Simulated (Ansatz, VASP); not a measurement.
# Si23H4O48: VASP beside Ansatz

```
Si O H
1.0
     9.83160    0.00000    0.00000
    -4.91580    8.51441    0.00000
     0.00000    0.00000   10.81820
Si O H
23 48 4
Cartesian
  2.6187 0.0083 1.7685
  -1.3010 2.3020 3.6317
  1.1100 2.0044 0.0011
  -2.2959 8.4953 7.1795
  8.4555 2.2679 9.0335
  1.1607 1.9456 5.4281
  0.1663 4.2805 1.8089
  6.0560 6.5358 3.6041
  -1.3042 6.2413 10.7820
  6.0521 6.5279 9.0085
  -1.3113 6.2633 5.3834
  7.5418 0.0366 1.8092
  3.5876 2.2741 3.5985
  6.0035 1.9755 0.0032
  7.5222 0.0105 7.2147
  3.5560 2.2628 9.0010
  6.0550 1.9907 5.4008
  5.0609 4.2643 1.8099
  1.1405 6.5592 3.5922
  3.6046 6.2743 0.0131
  5.0477 4.2535 7.2086
  1.1802 6.5494 8.9967
  3.5886 6.2623 5.4057
  -0.3396 1.7593 4.8275
  1.1130 3.1148 1.1890
  -0.7587 3.7016 3.0146
  1.6469 0.5951 0.5993
  2.1154 2.5070 4.2338
  3.5540 1.1785 2.3946
  -0.3884 1.7869 10.2309
  1.2584 2.9951 6.6710
  -0.7751 3.6528 8.4174
  1.6812 0.4890 5.9493
  2.0700 2.5188 9.6062
  3.5419 1.1618 7.8078
  -2.8046 6.0139 4.8015
  -1.3281 7.3940 1.1159
  -3.2266 7.9187 2.9590
  -0.7949 4.8520 0.6276
  -0.3512 6.8064 4.1821
  1.1203 5.4550 2.3964
  -2.7995 6.0025 10.1946
  -1.3057 7.3593 6.5885
  -3.2443 7.9187 8.3722
  -0.7779 4.8528 6.0088
  -0.3357 6.7013 9.5566
  1.3099 5.5210 7.7275
  4.5815 1.7426 4.7729
  5.9902 3.0897 1.1868
  4.1085 3.6883 2.9951
  6.5740 0.5885 0.6201
  7.0417 2.5475 4.2342
  8.4842 1.2054 2.4246
  4.5170 1.7422 10.2090
  5.9999 3.0845 6.6096
  4.0722 3.6809 8.3860
  6.5952 0.5883 6.0093
  6.9573 2.4923 9.6089
  8.4793 1.1633 7.8377
  2.1092 6.0271 4.7849
  3.5862 7.3948 1.1915
  1.6874 7.9663 2.9997
  4.1269 4.8655 0.6213
  4.5739 6.7870 4.2190
  6.0246 5.4119 2.4274
  2.1163 6.0368 10.2273
  3.5609 7.3612 6.6070
  1.6433 7.9978 8.4195
  4.1211 4.8526 6.0161
  4.5724 6.7827 9.6247
  6.0146 5.3940 7.8391
  1.9173 4.3491 7.8907
  0.5082 3.0321 7.3083
  0.1014 4.9807 6.4437
  -1.2142 4.0841 7.6480
```

Alike in both runs: task single point; functional r2SCAN; k mesh 1 × 1 × 1; occupations gaussian, width 0.02 eV; no spin polarisation.

```csv
,VASP,Ansatz
version,VASP 6.6.1,Ansatz 0.2.0
potentials or method,"VASP PAW PBE potentials, release 64 (Si, O, H)","scalar-relativistic, plane waves, PAW"
plane-wave cutoff (eV),520,500
valence electrons in the cell,384,384
```

```csv
,VASP,Ansatz,Ansatz less VASP
gap on the k mesh at the Fermi level (eV),5.91,5.91,+0.001
least direct gap on the mesh (eV),5.91,5.91,+0.001
```

VASP's potentials were made for PBE, not for r2SCAN. The functional is the same, so the differences come from potentials, cutoffs and numerics.
